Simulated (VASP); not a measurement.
Wanted: the native input for a VASP 6.6.1 run.

| Quantity | Value |
| --- | --- |
| Task | single point |
| Functional | PBE |
| Potentials or basis | VASP PAW PBE potentials, release 64 (Co) |
| Cutoff | 520 eV |
| k mesh | 13 × 13 × 13 |
| Occupations | fermi-dirac, width 0.1 eV |
| Spin | collinear spin, ferromagnetic start |
| Starting moments | [0.6, 0.6] μB |
| Dipole correction | no |
| Further INCAR settings | ALGO = Normal; EDIFF = 1e-07; NBANDS = 20 |

The structure of Co lies in POSCAR:

```
Co
1.0
    3.5863000000      1.7931500000      1.7931500000
    1.7931500000      3.5863000000      1.7931500000
    1.7931500000      1.7931500000      3.5863000000
Co
2
Direct
    0.0000000000      0.0000000000      0.0000000000
    0.5000000000      0.5000000000      0.5000000000
```

This isn't the form of Co at room conditions, which is hcp.

The input as run:

INCAR

```
ALGO = Normal ; EDIFF = 1E-7
ENCUT = 520 ; GGA = PE
ISIF = 2 ; ISMEAR = -1
ISPIN = 2 ; LASPH = True
LCHARG = True ; LELF = True
LMAXMIX = 4 ; LORBIT = 11
LREAL = False ; LVHAR = True
LWAVE = False ; MAGMOM = 0.6 0.6
NBANDS = 20 ; NELM = 150
PREC = Accurate ; SIGMA = 0.1
```

KPOINTS

```
k-points
0
Gamma
  13 13 13
```

Potentials or basis: VASP PAW PBE potentials, release 64 (Co).

Launch:

```console
$ cat potpaw_PBE.64/Co/POTCAR > POTCAR
$ mpirun -np 1 vasp_std > vasp.out
```

Results of the run:

The pressure is -10.6 GPa. The net moment is 3.34 μB per cell and the site moments are Co +1.70 μB. The valence electrons inside the program's atomic spheres are Co 8.16.

Caveat: the cell stands under tension.

It took 5.1 min on 1 thread of Intel(R) Xeon(R) 6975P-C (Granite Rapids) (shared host), peak memory 0.34 GiB.
